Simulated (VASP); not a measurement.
Crystal: Mo2Pt.

```
CELL_PARAMETERS angstrom
4.39819 0.00000 0.00000
-2.19909 3.80894 0.00000
0.00000 0.00000 7.54088
ATOMIC_POSITIONS crystal
Mo 0.33333 0.66667 0.07570
Mo 0.33333 0.66667 0.42430
Mo 0.66667 0.33333 0.92430
Mo 0.66667 0.33333 0.57570
Pt 0.00000 0.00000 0.00000
Pt 0.00000 0.00000 0.50000
```

The cell was built from a structure type or drawn by symmetry, and may not be a known phase.

* Program: VASP 6.6.1
* Task: relaxation of cell and atoms
* Functional: PBE
* Potentials or basis: VASP PAW PBE potentials, release 64 (Mo_sv, Pt)
* Cutoff: 600 eV
* k mesh: 6 × 6 × 2
* Occupations: gaussian, width 0.1 eV
* Spin: no spin polarisation

At the start: pressure -0.0 GPa; volume 21.05 Å³/atom.

Q: Where does the relaxation end?

A: Over 19 steps the energy falls by 292.5 meV/atom and the volume is 17.59 Å³/atom (-16.5 %); space group P6_3/mmc (No. 194, to 0.1 Å) before and after.

The path:
| step | energy change (eV) | largest force (eV/Å) | pressure (GPa) | volume (Å³) |
| --- | --- | --- | --- | --- |
| 1 | 0.0000 | 0.7204 | -0.04 | 126.33 |
| 2 | -0.1897 | 0.3047 | -3.18 | 126.14 |
| 3 | -0.3184 | 0.0151 | -4.85 | 125.77 |
| 4 | -0.3997 | 0.7446 | 0.12 | 121.26 |
| 5 | -0.4019 | 0.6026 | -0.61 | 121.83 |
| 6 | -0.4305 | 0.4948 | -0.01 | 121.01 |
| 7 | -0.4856 | 0.1847 | 1.92 | 118.57 |
| 8 | -0.5076 | 0.2307 | 6.07 | 113.70 |
| 9 | -0.5138 | 0.2378 | 6.05 | 113.62 |
| 10 | -0.5332 | 0.2575 | 5.97 | 113.36 |
| 11 | -0.5766 | 0.2898 | 5.79 | 112.84 |
| 12 | -0.6832 | 0.3250 | 5.36 | 111.77 |
| 13 | -0.9707 | 0.2355 | 4.70 | 109.56 |
| 14 | -1.5721 | 0.0716 | 4.75 | 104.84 |
| 15 | 0.0215 | 0.1731 | 23.27 | 94.10 |
| 16 | -1.6489 | 0.1569 | 6.74 | 103.34 |
| 17 | -1.6684 | 0.2720 | 7.64 | 102.00 |
| 18 | -1.7395 | 0.1185 | 3.12 | 103.99 |
| 19 | -1.7551 | 0.0020 | -0.07 | 105.54 |

Final structure:
```
CELL_PARAMETERS angstrom
4.72810 0.00000 0.00000
-2.36405 4.09465 0.00000
0.00000 0.00000 5.45152
ATOMIC_POSITIONS crystal
Mo 0.33333 0.66667 0.03498
Mo 0.33333 0.66667 0.46502
Mo 0.66667 0.33333 0.96502
Mo 0.66667 0.33333 0.53498
Pt 0.00000 0.00000 0.00000
Pt 0.00000 0.00000 0.50000
```

Caveat: the k points lie up to 0.58 Å⁻¹ apart in the final cell, too coarse for converged energies and pressures of a metal; the volume moved by over 15 % at a fixed basis, so the end points are rough.
